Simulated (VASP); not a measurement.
# Pt2Cl in VASP: a series of runs, part 2 of 2

VASP 6.6.1. Earlier steps stand in the parts before.

## 4. Relaxation of cell and atoms, PBE

This run uses another cell than the first one: it holds 3 atoms, not 6.

File INCAR:

```
ALGO = Normal ; EDIFF = 1E-6
EDIFFG = -0.01 ; ENCUT = 600
GGA = PE ; IBRION = 2
ISIF = 3 ; ISMEAR = 0
LASPH = True ; LCHARG = False
LREAL = False ; LWAVE = False
NELM = 100 ; NSW = 100
PREC = Accurate ; SIGMA = 0.1
```

File KPOINTS:

```
k-points
0
Gamma
  12 12 6
```

File POSCAR:

```
Pt2Cl
1.0
    2.8118458757      0.0000000000      0.0000000000
   -1.4059229378      2.4351299599      0.0000000000
    0.0000000000      0.0000000000      7.3881808978
Pt Cl
2 1
Direct
    0.0000000000      0.0000000000      0.3284575545
    0.0000000000      0.0000000000      0.6715424455
    0.0000000000      0.0000000000      0.0000000000
```

On the command line:

```
> cat potpaw_PBE.64/Pt/POTCAR potpaw_PBE.64/Cl/POTCAR > POTCAR
> mpirun -np 1 vasp_std > vasp.out
```

It took 3.8 min on 1 thread of Oxide Virtual Turin-like, shared host; peak memory 0.21 GiB.

It converged, with:

```
Free energy                            : -13.3628 eV
Relaxed volume                         : 16.86 Å³/atom
Relaxed cell                           : a = 2.799 Å, b = 2.799 Å, c = 7.454 Å, α = 90.00°, β = 90.00°, γ = 120.00°
Space group after relaxing (to 0.05 Å) : P6/mmm (No. 191)
Energy gained by relaxing              : 1.8 meV/atom
Ionic steps                            : 6
Pressure after relaxing                : 0.0 GPa
Largest force after relaxing           : 0.003 eV/Å
```

Forces on the atoms (eV/Å):
```
Pt   0.000  0.000 -0.003
Pt   0.000  0.000  0.003
Cl   0.000  0.000  0.000
```

The path:
```
step  energy change (eV)  largest force (eV/Å)  pressure (GPa)  volume (Å³)
   1              0.0000                0.0588            0.21        50.59
   2             -0.0037                0.1297           -0.74        50.75
   3             -0.0046                0.1069           -0.48        50.70
   4             -0.0049                0.0169            0.56        50.38
   5             -0.0052                0.0325            0.15        50.50
   6             -0.0053                0.0033            0.00        50.57
```

Final structure:
```cif
data_structure
_symmetry_space_group_name_H-M 'P 1'
_symmetry_Int_Tables_number 1
_cell_length_a 2.7989
_cell_length_b 2.7989
_cell_length_c 7.4541
_cell_angle_alpha 90.000
_cell_angle_beta 90.000
_cell_angle_gamma 120.000
_cell_volume 50.57
loop_
_atom_site_label
_atom_site_type_symbol
_atom_site_fract_x
_atom_site_fract_y
_atom_site_fract_z
_atom_site_occupancy
Pt1 Pt 0.00000 0.00000 0.32940 1
Pt2 Pt 0.00000 0.00000 0.67060 1
Cl1 Cl 0.00000 0.00000 0.00000 1
```

Levels at points of the mesh, in eV from the Fermi level:
| k point | band 10 | band 11 | band 12 | band 13 | band 14 | band 15 | band 16 | band 17 |
| --- | --- | --- | --- | --- | --- | --- | --- | --- |
| (0.00, 0.00, 0.00) | -1.80 | -1.80 | -0.41 | -0.41 | 0.64 | 0.64 | 2.58 | 4.22 |
| (0.50, 0.00, 0.00) | -0.94 | -0.76 | 0.35 | 0.47 | 1.66 | 1.76 | 3.41 | 4.77 |
| (0.00, 0.00, 0.50) | -1.63 | -1.63 | -0.82 | -0.82 | -0.08 | 0.92 | 0.92 | 6.35 |
| (0.50, 0.00, 0.50) | -1.34 | -0.08 | 0.02 | 0.35 | 0.47 | 0.65 | 4.12 | 4.78 |

Caveat: spin-orbit coupling is left out, which moves the levels of the heavy elements; an odd number of electrons without spin polarisation forces a metal; a magnetic or distorted state may lie lower.

## 5. Relaxation of cell and atoms, PBE

This run uses another cell than the first one: it holds 3 atoms, not 6.

File INCAR:

```
  PREC = Accurate
  ENCUT = 600
  EDIFF = 1E-6
  ISMEAR = 0
  SIGMA = 0.1
  LREAL = False
  LASPH = True
  NELM = 100
  ALGO = Normal
  ISIF = 3
  LWAVE = False
  LCHARG = False
  GGA = PE
  IBRION = 2
  NSW = 80
  EDIFFG = -0.001
```

File KPOINTS:

```
regular mesh
0
Gamma
  12 12 6
```

File POSCAR:

```
Pt2Cl
1.0
    2.8000018573      0.0000000000      0.0000000000
   -1.4000009286      2.4248727391      0.0000000000
    0.0000000000      0.0000000000      7.4603747862
Pt Cl
2 1
Direct
    0.0000000000      0.0000000000      0.3293369740
    0.0000000000      0.0000000000      0.6706630260
    0.0000000000      0.0000000000      0.0000000000
```

Potentials or basis: VASP PAW PBE potentials, release 64 (Pt, Cl).

On the command line:

```
> cat potpaw_PBE.64/Pt/POTCAR potpaw_PBE.64/Cl/POTCAR > POTCAR
> mpirun -np 1 vasp_std > vasp.out
```

OUTCAR:

```text
PREC = Accurate
   ENCUT = 600
   EDIFF = 1E-6
   ISMEAR = 0
   LREAL = False
   LASPH = True
   NELM = 100
   ISIF = 3
   GGA = PE
   IBRION = 2
   NSW = 80
   EDIFFG = -0.001

 ion  position               nearest neighbor table
   1  0.000  0.000  0.329-   3 2.46   2 2.55
   2  0.000  0.000  0.671-   3 2.46   1 2.55
   3  0.000  0.000  0.000-   1 2.46   2 2.46

  LATTYP: Found a hexagonal cell.
 ALAT       =     2.8000018573
 C/A-ratio  =     2.6644177991

  Lattice vectors:

 A1 = (   2.8000018573,   0.0000000000,   0.0000000000)
 A2 = (  -1.4000009286,   2.4248727391,   0.0000000000)
 A3 = (   0.0000000000,   0.0000000000,   7.4603747862)

Analysis of symmetry for initial positions (statically):
=====================================================================
 Subroutine PRICEL returns:
 Original cell was already a primitive cell.

 Routine SETGRP: Setting up the symmetry group for a
 hexagonal supercell.

 Subroutine GETGRP returns: Found 24 space group operations
 (whereof 24 operations were pure point group operations)
 out of a pool of 24 trial point group operations.

The static configuration has the point symmetry D_6h.

Analysis of symmetry for dynamics (positions and initial velocities):
=====================================================================
 Subroutine PRICEL returns:
 Original cell was already a primitive cell.

 Routine SETGRP: Setting up the symmetry group for a
 hexagonal supercell.

 Subroutine GETGRP returns: Found 24 space group operations
 (whereof 24 operations were pure point group operations)
 out of a pool of 24 trial point group operations.

The dynamic configuration has the point symmetry D_6h.

 Subroutine INISYM returns: Found 24 space group operations
 (whereof 24 operations are pure point group operations),
 and found     1 'primitive' translations

[... 122 lines left out ...]
   LHFCALC =     F    Hartree Fock is set to
   AEXX    =    0.0000 exact exchange contribution
   IVDW    =     0    specifies the selected vdW correction
   LEPSILON=     F    determine dielectric tensor
   LRPA    =     F    only Hartree local field effects (RPA)
 conjugate gradient relaxation of ions
 non-spin polarized calculation
 Gauss-broadening in eV      SIGMA  =   0.10
  energy-cutoff  :      600.00
  volume of cell :       50.65
 maximum number of plane-waves:      1724
 NGX is ok and might be reduce to    24

--------------------------------------- Ionic step        1  -------------------------------------------

 number of electron      27.0000000 magnetization

 Free energy of the ion-electron system (eV)
  ---------------------------------------------------
  ext. energy  EPLUGINS =         0.00000000
  ---------------------------------------------------
  free energy    TOTEN  =       -13.36275708 eV

  energy without entropy =      -13.35067076  energy(sigma->0) =      -13.35671392

------------------------ aborting loop because EDIFF is reached ----------------------------------------

  FORCE on cell =-STRESS in cart. coord.  units (eV):
  Direction    XX          YY          ZZ          XY          YZ          ZX
  --------------------------------------------------------------------------------------
  -------------------------------------------------------------------------------------
  Total       -0.0649640     -0.0649640     -0.1303056     -0.0000000     -0.0000000      0.0000000
  in kB       -2.0548289     -2.0548289     -4.1215996     -0.0000000     -0.0000000      0.0000000
  external PRESSURE =      -2.7437524 kB  Pullay stress =       0.0000000 kB
[... 98 lines left out ...]
--------------------------------------- Ionic step        4  -------------------------------------------

 number of electron      27.0000000 magnetization

 Free energy of the ion-electron system (eV)
  ---------------------------------------------------
  ext. energy  EPLUGINS =         0.00000000
  ---------------------------------------------------
  free energy    TOTEN  =       -13.36284647 eV

  energy without entropy =      -13.35074471  energy(sigma->0) =      -13.35679559

 E-fermi :   8.0293     XC(G=0): -12.0528

 val. band max:        8.0288678048   @ k =   0.4167  -0.0000   0.1667
 cond. band min:       8.0433266021   @ k =   0.1667   0.0833   0.1667
 fundamental gap:      0.0144587973
 Fermi energy:         8.0292834777

 k-point     1 :       0.0000    0.0000    0.0000
  band No.  band energies     occupation
      1      -9.2838      2.00000
      2       0.3623      2.00000
      3       0.4180      2.00000
      4       2.1580      2.00000
      5       3.2350      2.00000
      6       4.9777      2.00000
[... 457 lines left out ...]
      4       2.5287      2.00000
      5       3.1688      2.00000
      6       3.7648      2.00000
[... 9 lines left out ...]
     16      11.5257      0.00000
     17      15.2540      0.00000

 [... further k-points ...]

------------------------ aborting loop because EDIFF is reached ----------------------------------------

  FORCE on cell =-STRESS in cart. coord.  units (eV):
  Direction    XX          YY          ZZ          XY          YZ          ZX
  --------------------------------------------------------------------------------------
  -------------------------------------------------------------------------------------
  Total       -0.0018013     -0.0018013      0.0002423     -0.0000000     -0.0000000      0.0000000
  in kB       -0.0570694     -0.0570694      0.0076761     -0.0000000     -0.0000000      0.0000000
  external PRESSURE =      -0.0354875 kB  Pullay stress =       0.0000000 kB
[... 18 lines left out ...]
  FREE ENERGIE OF THE ION-ELECTRON SYSTEM (eV)
  ---------------------------------------------------
  free  energy   TOTEN  =       -13.3628464681 eV

  energy  without entropy=      -13.3507447083  energy(sigma->0) =      -13.35679559

 reached required accuracy - stopping structural energy minimisation
```

Wall time 2.3 min (1 thread of Oxide Virtual Turin-like, shared host); peak memory 0.21 GiB.

What came out:

| Quantity | Value |
| --- | --- |
| Free energy | -13.3628 eV |
| Relaxed volume | 16.86 Å³/atom |
| Relaxed cell | a = 2.799 Å, b = 2.799 Å, c = 7.454 Å, α = 90.00°, β = 90.00°, γ = 120.00° |
| Space group after relaxing (to 0.05 Å) | P6/mmm (No. 191) |
| Energy gained by relaxing | 0.0 meV/atom |
| Ionic steps | 4 |
| Pressure after relaxing | 0.0 GPa |

Final structure:
```yaml
crystal:
  lattice:
    - [2.79884, 0.00000, 0.00000]
    - [-1.39942, 2.42387, 0.00000]
    - [0.00000, 0.00000, 7.45419]
  atoms:
    - { symbol: Pt, position: [0.00000, 0.00000, 0.32938] }
    - { symbol: Pt, position: [0.00000, 0.00000, 0.67062] }
    - { symbol: Cl, position: [0.00000, 0.00000, 0.00000] }
```

Levels at points of the mesh, in eV from the Fermi level:
```
           k point  band 10  band 11  band 12  band 13  band 14  band 15  band 16  band 17
(0.00, 0.00, 0.00)    -1.80    -1.80    -0.41    -0.41     0.64     0.64     2.58     4.22
(0.50, 0.00, 0.00)    -0.94    -0.76     0.35     0.47     1.66     1.76     3.40     4.77
(0.00, 0.00, 0.50)    -1.63    -1.63    -0.82    -0.82    -0.08     0.92     0.92     6.35
(0.50, 0.00, 0.50)    -1.34    -0.08     0.02     0.35     0.47     0.65     4.12     4.78
```

Caveat: spin-orbit coupling is left out, which moves the levels of the heavy elements; an odd number of electrons without spin polarisation forces a metal; a magnetic or distorted state may lie lower.

## 6. Summary

| task | cell | k mesh | cutoff (eV) | smearing | gap on the mesh (eV) | pressure (GPa) | relaxed volume (Å³/atom) | largest force (eV/Å) |
| --- | --- | --- | --- | --- | --- | --- | --- | --- |
| single point | a = 2.800, b = 4.850, c = 7.460 Å, 6 atoms | 8 × 4 × 4 | 520 | gaussian 0.2 eV | none | 0.0 | - | 0.08 |
| single point | a = 2.817, b = 4.832, c = 7.465 Å, 6 atoms | 8 × 4 × 4 | 520 | gaussian 0.2 eV | none | -0.4 | - | 0.01 |
| relaxation of cell and atoms | relaxed from a = 2.812, b = 2.812, c = 7.388 Å, angles 90.0, 90.0, 120.0°, 3 atoms | 12 × 12 × 6 | 600 | gaussian 0.1 eV | none | 0.0 | 16.86 | - |
| relaxation of cell and atoms | relaxed from a = 2.800, b = 2.800, c = 7.460 Å, angles 90.0, 90.0, 120.0°, 3 atoms | 12 × 12 × 6 | 600 | gaussian 0.1 eV | none | 0.0 | 16.86 | - |

Alike in all rows: level PBE; potentials or basis VASP PAW PBE potentials, release 64 (Pt, Cl); no spin polarisation.

Caveats: spin-orbit coupling is left out, which moves the levels of the heavy elements; an odd number of electrons without spin polarisation forces a metal (some runs); a magnetic or distorted state may lie lower (some runs).

Absolute energies hang on the potentials; compare differences alone.
